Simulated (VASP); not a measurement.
Here is a VASP 6.6.1 calculation.

Contents of INCAR:

```
ALGO = Normal ; EDIFF = 1E-6
ENCUT = 840 ; GGA_COMPAT = F
ISIF = 2 ; ISMEAR = 0
LASPH = T ; LCHARG = F
LREAL = F ; LWAVE = F
NBANDS = 15 ; NELM = 120
PREC = Accurate ; SIGMA = 0.15
```

Contents of KPOINTS:

```
k-points
0
Gamma
  9 9 9
```

The input POSCAR:

```
MgO
1.0
    0.0000000000      2.1760000000      2.1760000000
    2.1760000000      0.0000000000      2.1760000000
    2.1760000000      2.1760000000      0.0000000000
Mg O
1 1
Direct
    0.0000000000      0.0000000000      0.0000000000
    0.5000000000      0.5000000000      0.5000000000
```

Potentials or basis: VASP PAW LDA potentials, release 64 (Mg_sv, O).

Command:

```bash
$ cat potpaw_LDA.64/Mg_sv/POTCAR potpaw_LDA.64/O/POTCAR > POTCAR
$ mpirun -np 1 vasp_std > vasp.out
```

Problem. Predict the band gap on the k mesh.

Solution. 3.77 eV.

Problem. Estimate the pressure.

Solution. -17.5 GPa.

Caveat: the cell stands under tension.
